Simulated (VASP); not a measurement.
Here is a VASP 6.6.1 calculation.

INCAR

```
SYSTEM = YS
ALGO = Normal
EDIFF = 1E-6
ENCUT = 520
GGA = CA
ISIF = 2
ISMEAR = -1
LASPH = .True.
LCHARG = .True.
LELF = .True.
LREAL = .False.
LVHAR = .True.
LWAVE = .False.
NBANDS = 16
NELM = 60
PREC = Accurate
SIGMA = 0.01
```

File KPOINTS:

```
k-points
0
Gamma
  8 8 8
  0 0 0
```

Contents of POSCAR:

```
YS
1.0
    0.0000000000      2.6876414272      2.6876414272
    2.6876414272      0.0000000000      2.6876414272
    2.6876414272      2.6876414272      0.0000000000
Y S
1 1
Direct
    0.5000000000      0.5000000000      0.5000000000
    0.0000000000      0.0000000000      0.0000000000
```

Potentials or basis: VASP PAW LDA potentials, release 64 (Y_sv, S).

Launch:

```sh
$ cat potpaw_LDA.64/Y_sv/POTCAR potpaw_LDA.64/S/POTCAR > POTCAR
$ mpirun -np 1 vasp_std > vasp.out
```

**Question.** Estimate the pressure.

**Answer.** 2.9 GPa.
